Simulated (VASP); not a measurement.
# GaSb (F-43m) in VASP: a series of runs

The runs below take GaSb through single point, with PBE, r2SCAN.

All numbers are computed with VASP 6.6.1; they aren't measurements. Logs are shortened: lines on timing, memory, paths and dates and some standing lists are left out, and cuts for length are marked.

## 1. The cell of the first run

The structure is cubic, space group F-43m (No. 216). Conventional cell: a = 6.340 Å, b = 6.340 Å, c = 6.340 Å, α = 90.00°, β = 90.00°, γ = 90.00°. Ga (site symmetry -43m) has 4 Sb at 2.75 Å within 3.6 Å. Within 3.6 Å of Sb (site symmetry -43m) lie 4 Ga at 2.75 Å.

## 2. Single point, PBE (volume changed by +6%)

INCAR

```
  ALGO = Normal
  EDIFF = 1E-6
  ENCUT = 520
  GGA = PE
  ISIF = 2
  ISMEAR = -1
  LASPH = T
  LCHARG = F
  LREAL = F
  LWAVE = F
  NBANDS = 16
  NELM = 80
  PREC = Accurate
  SIGMA = 0.02
```

KPOINTS

```
k-points
0
Gamma
  6 6 6
```

POSCAR

```
GaSb
1.0
    0.0000000000      3.1700418786      3.1700418786
    3.1700418786      0.0000000000      3.1700418786
    3.1700418786      3.1700418786      0.0000000000
Ga Sb
1 1
Direct
    0.0000000000      0.0000000000      0.0000000000
    0.2500000000      0.2500000000      0.2500000000
```

Potentials or basis: VASP PAW PBE potentials, release 64 (Ga_d, Sb).

Run with:

```sh
$ cat potpaw_PBE.64/Ga_d/POTCAR potpaw_PBE.64/Sb/POTCAR > POTCAR
$ mpirun -np 1 vasp_std > vasp.out
```

OUTCAR:

```text
EDIFF = 1E-6
   ENCUT = 520
   GGA = PE
   ISIF = 2
   ISMEAR = -1
   LASPH = T
   LREAL = F
   NELM = 80
   PREC = Accurate

 ion  position               nearest neighbor table
   1  0.000  0.000  0.000-   2 2.75   2 2.75   2 2.75   2 2.75
   2  0.250  0.250  0.250-   1 2.75   1 2.75   1 2.75   1 2.75

  LATTYP: Found a face centered cubic cell.
 ALAT       =     6.3400837572

  Lattice vectors:

 A1 = (   0.0000000000,   3.1700418786,   3.1700418786)
 A2 = (   3.1700418786,   0.0000000000,   3.1700418786)
 A3 = (   3.1700418786,   3.1700418786,   0.0000000000)

Analysis of symmetry for initial positions (statically):
=====================================================================
 Subroutine PRICEL returns:
 Original cell was already a primitive cell.

 Routine SETGRP: Setting up the symmetry group for a
 face centered cubic supercell.

 Subroutine GETGRP returns: Found 24 space group operations
 (whereof 24 operations were pure point group operations)
 out of a pool of 48 trial point group operations.

The static configuration has the point symmetry T_d .

Analysis of symmetry for dynamics (positions and initial velocities):
=====================================================================
 Subroutine PRICEL returns:
 Original cell was already a primitive cell.

 Routine SETGRP: Setting up the symmetry group for a
 face centered cubic supercell.

 Subroutine GETGRP returns: Found 24 space group operations
 (whereof 24 operations were pure point group operations)
 out of a pool of 48 trial point group operations.

The dynamic configuration has the point symmetry T_d .

 Subroutine INISYM returns: Found 24 space group operations
 (whereof 24 operations are pure point group operations),
 and found     1 'primitive' translations

----------------------------------------------------------------------------------------

                                     Primitive cell

  volume of cell :      63.7126

  direct lattice vectors                    reciprocal lattice vectors
     0.000000000  3.170041879  3.170041879    -0.157726623  0.157726623  0.157726623
     3.170041879  0.000000000  3.170041879     0.157726623 -0.157726623  0.157726623
     3.170041879  3.170041879  0.000000000     0.157726623  0.157726623 -0.157726623

  length of vectors
     4.483116218  4.483116218  4.483116218     0.273190525  0.273190525  0.273190525

  position of ions in fractional coordinates (direct lattice)
     0.000000000  0.000000000  0.000000000
     0.250000000  0.250000000  0.250000000

  ion indices of the primitive-cell ions
   primitive index   ion index
                 1           1
                 2           2

----------------------------------------------------------------------------------------

 KPOINTS: k-points

Automatic generation of k-mesh.
 Grid dimensions read from file:
 generate k-points for:    6    6    6

 Generating k-lattice:

  Cartesian coordinates                     Fractional coordinates (reciprocal lattice)
    -0.026287770  0.026287770  0.026287770     0.166666667  0.000000000  0.000000000
     0.026287770 -0.026287770  0.026287770     0.000000000  0.166666667  0.000000000
     0.026287770  0.026287770 -0.026287770     0.000000000  0.000000000  0.166666667

  Length of vectors
     0.045531754  0.045531754  0.045531754

  Shift w.r.t. Gamma in fractional coordinates (k-lattice)
     0.000000000  0.000000000  0.000000000

 Subroutine IBZKPT returns following result:
 ===========================================

 Found     16 irreducible k-points:

 Following reciprocal coordinates:
            Coordinates               Weight
  0.000000  0.000000  0.000000      1.000000
  0.166667  0.000000  0.000000      8.000000
  0.333333  0.000000  0.000000      8.000000
  0.500000  0.000000  0.000000      4.000000
  0.166667  0.166667  0.000000      6.000000
  0.333333  0.166667  0.000000     24.000000
[... 8 lines left out ...]
 -0.333333  0.333333  0.166667     24.000000
 -0.333333  0.500000  0.166667     12.000000
   k-points           NKPTS =     16   k-points in BZ     NKDIM =     16   number of bands    NBANDS=     16
   number of dos      NEDOS =    301   number of ions     NIONS =      2
   total plane-waves  NPLWV =  46656
   dimension x,y,z NGX =    36 NGY =   36 NGZ =   36
   dimension x,y,z NGXF=    72 NGYF=   72 NGZF=   72
   ions per type =               1   1
   NGX,Y,Z   is equivalent  to a cutoff of  13.35, 13.35, 13.35 a.u.
   NGXF,Y,Z  is equivalent  to a cutoff of  26.70, 26.70, 26.70 a.u.
 SYSTEM =  unknown system
   PREC   = accura    normal or accurate (medium, high low for compatibility)
   ISTART =      0    job   : 0-new  1-cont  2-samecut
   ICHARG =      2    charge: 1-file 2-atom 10-const
   ISPIN  =      1    spin polarized calculation?
   LNONCOLLINEAR =      F non collinear calculations
   LSORBIT =      F    spin-orbit coupling
   LASPH  =      T    aspherical Exc in radial PAW
   ENCUT  =  520.0 eV  38.22 Ry    6.18 a.u.   8.34  8.34  8.34*2*pi/ulx,y,z
   NELM   =     80;   NELMIN=  2; NELMDL= -5     # of ELM steps
   EDIFF  = 0.1E-05   stopping-criterion for ELM
   LREAL  =      F    real-space projection
   EDIFFG = 0.1E-04   stopping-criterion for IOM
   NSW    =      0    number of steps for IOM
   IBRION =     -1    ionic relax: 0-MD 1-quasi-New 2-CG
   NFREE  =      0    steps in history (QN), initial steepest desc. (CG)
   ISIF   =      2    stress and relaxation
   ISYM   =      2    0-nonsym 1-usesym 2-fastsym
   POTIM  = 0.5000    time-step for ionic-motion
   TEBEG  =    0.0;   TEEND  =   0.0 temperature during run
   PSTRESS=    0.0 pullay stress
   NELECT =      18.0000    total number of electrons
   NUPDOWN=      -1.0000    fix difference up-down
   EMIN   =  10.00;   EMAX   =-10.00  energy-range for DOS
   EFERMI =   0.00;   METHOD = LEGACY
   ISMEAR =    -1;   SIGMA  =   0.02  broadening in eV -4-tet -1-fermi 0-gaus
   EFERMI_NEDOS =   21; number of points for ismear=-14 and -15
   IALGO  =     38    algorithm
   IMIX   =      4    mixing-type and parameters
     AMIX     =   0.40;   BMIX     =  1.00
     AMIX_MAG =   1.60;   BMIX_MAG =  1.00
  volume/ion in A,a.u.               =      31.86       214.98
  Fermi-wavevector in a.u.,A,eV,Ry     =   1.074214  2.029969 15.700238  1.153935
  Thomas-Fermi vector in A             =   2.210035
   LORBIT       =      0    0 simple, 1 ext, 2 COOP (PROOUT), +10 PAW based schemes
   GGA     = PE    functional components
   LHFCALC =     F    Hartree Fock is set to
   AEXX    =    0.0000 exact exchange contribution
   IVDW    =     0    specifies the selected vdW correction
   LEPSILON=     F    determine dielectric tensor
   LRPA    =     F    only Hartree local field effects (RPA)
 non-spin polarized calculation
  energy-cutoff  :      520.00
  volume of cell :       63.71
 maximum number of plane-waves:      1736
 NGX is ok and might be reduce to    36
   NGX = 17   NGY = 17   NGZ = 17

 number of electron      18.0000009 magnetization

 Free energy of the ion-electron system (eV)
  ---------------------------------------------------
  ext. energy  EPLUGINS =         0.00000000
  ---------------------------------------------------
  free energy    TOTEN  =        -7.31763856 eV

  energy without entropy =       -7.31728408  energy(sigma->0) =       -7.31746132

 E-fermi :   3.8615     XC(G=0):  -8.6236

 val. band max:        3.8476158055   @ k =   0.0000   0.0000   0.0000
 cond. band min:       4.0444535220   @ k =   0.5000   0.0000   0.0000
 fundamental gap:      0.1968377165
 Fermi energy:         3.8614657251

 k-point     1 :       0.0000    0.0000    0.0000
  band No.  band energies     occupation
      1     -11.0185      2.00000
      2     -11.0185      2.00000
      3     -11.0185      2.00000
      4     -10.9834      2.00000
      5     -10.9834      2.00000
      6      -6.9361      2.00000
[... 8 lines left out ...]
     15      12.2313      0.00000
     16      12.2313      0.00000

 k-point     2 :       0.1667    0.0000    0.0000
  band No.  band energies     occupation
      1     -11.0229      2.00000
      2     -11.0165      2.00000
      3     -11.0165      2.00000
      4     -10.9836      2.00000
      5     -10.9836      2.00000
      6      -6.6909      2.00000
[... 8 lines left out ...]
     15      11.3711      0.00000
     16      11.3711      0.00000

 k-point     3 :       0.3333    0.0000    0.0000
  band No.  band energies     occupation
      1     -11.0315      2.00000
      2     -11.0128      2.00000
      3     -11.0128      2.00000
      4     -10.9834      2.00000
      5     -10.9834      2.00000
      6      -6.0497      2.00000
[... 8 lines left out ...]
     15      11.7838      0.00000
     16      11.7838      0.00000

 k-point     4 :       0.5000    0.0000    0.0000
  band No.  band energies     occupation
      1     -11.0358      2.00000
      2     -11.0113      2.00000
      3     -11.0113      2.00000
      4     -10.9831      2.00000
      5     -10.9831      2.00000
      6      -5.5700      2.00000
[... 8 lines left out ...]
     15      13.2320      0.00000
     16      13.3699      0.00000
[... 172 lines left out ...]
 k-point    14 :       0.5000    0.3333    0.1667
  band No.  band energies     occupation
      1     -11.0394      2.00000
      2     -11.0089      2.00000
      3     -11.0068      2.00000
      4     -10.9867      2.00000
      5     -10.9822      2.00000
      6      -5.5063      2.00000
[... 8 lines left out ...]
     15      12.4897      0.00000
     16      14.2733      0.00000

 k-point    15 :      -0.3333    0.3333    0.1667
  band No.  band energies     occupation
      1     -11.0414      2.00000
      2     -11.0084      2.00000
      3     -11.0051      2.00000
      4     -10.9862      2.00000
      5     -10.9829      2.00000
      6      -5.0885      2.00000
[... 8 lines left out ...]
     15      13.7920      0.00000
     16      13.9124      0.00000

 k-point    16 :      -0.3333    0.5000    0.1667
  band No.  band energies     occupation
      1     -11.0447      2.00000
      2     -11.0061      2.00000
      3     -11.0028      2.00000
      4     -10.9883      2.00000
      5     -10.9819      2.00000
      6      -4.8689      2.00000
[... 8 lines left out ...]
     15      13.3032      0.00000
     16      14.6774      0.00000

------------------------ aborting loop because EDIFF is reached ----------------------------------------

  FORCE on cell =-STRESS in cart. coord.  units (eV):
  Direction    XX          YY          ZZ          XY          YZ          ZX
  --------------------------------------------------------------------------------------
  -------------------------------------------------------------------------------------
  Total       -0.8812406     -0.8812406     -0.8812406      0.0000000      0.0000000     -0.0000000
  in kB      -22.1605282    -22.1605282    -22.1605282      0.0000000      0.0000000     -0.0000000
  external PRESSURE =     -22.1605282 kB  Pullay stress =       0.0000000 kB

 VOLUME and BASIS-vectors are now :
 -----------------------------------------------------------------------------
  energy-cutoff  :      520.00
  volume of cell :       63.71
      direct lattice vectors                 reciprocal lattice vectors
     0.000000000  3.170041879  3.170041879    -0.157726623  0.157726623  0.157726623
     3.170041879  0.000000000  3.170041879     0.157726623 -0.157726623  0.157726623
     3.170041879  3.170041879  0.000000000     0.157726623  0.157726623 -0.157726623

 POSITION                                       TOTAL-FORCE (eV/Angst)
 -----------------------------------------------------------------------------------
      0.00000      0.00000      0.00000        -0.000000     -0.000000     -0.000000
      1.58502      1.58502      1.58502         0.000000      0.000000      0.000000
 -----------------------------------------------------------------------------------
    total drift:                                0.000001      0.000001      0.000001

  FREE ENERGIE OF THE ION-ELECTRON SYSTEM (eV)
  ---------------------------------------------------
  free  energy   TOTEN  =        -7.3176385591 eV

  energy  without entropy=       -7.3172840849  energy(sigma->0) =       -7.31746132
```

It took 11 s on 1 thread of AMD EPYC 9R45 (Zen 5), shared host; peak memory 0.18 GiB.

What came out:

- Free energy: -7.3176 eV
- Pressure: -2.2 GPa
- Band gap on the k mesh: zero (filled and empty bands touch)

Caveat: spin-orbit coupling is left out, which moves the levels of the heavy elements.

(Part 1 of 2 ends here.)
